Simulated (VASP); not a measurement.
Runs of VASP 6.6.1 on Na. The structure is that of space group I4/mmm (No. 139), or close to it. The cells are those of the table. 

| cell | further INCAR settings | gap on the mesh (eV) | pressure (GPa) |
| --- | --- | --- | --- |
| a = 3.624 Å, angles 117.0, 117.0, 95.3°, 1 atom | ALGO = Fast; EDIFF = 1e-06; NBANDS = 10 | none | (a) |
| a = 3.602 Å, angles 114.9, 114.9, 99.0°, 1 atom | ALGO = Fast; EDIFF = 1e-07; NBANDS = 10 | none | -0.4 |
| a = 3.754 Å, angles 122.3, 122.3, 86.0°, 1 atom | ALGO = Fast; EDIFF = 1e-06; NBANDS = 10 | none | -0.7 |
| a = 3.694 Å, angles 118.3, 118.3, 93.0°, 1 atom | ALGO = Fast; EDIFF = 1e-07; NBANDS = 10 | none | -0.7 |
| a = 3.789 Å, angles 124.4, 124.4, 82.6°, 1 atom | ALGO = Fast; EDIFF = 1e-06; NBANDS = 10 | none | -0.6 |

Alike in all rows: task single point; level LDA; potentials or basis VASP PAW LDA potentials, release 64 (Na_pv); no spin polarisation; k mesh 18 × 18 × 18; cutoff (eV) 520; smearing gaussian 0.15 eV.

Fill in the values left out.

(a) -0.5.

A gap of «none» marks levels without a gap at the run's occupations.
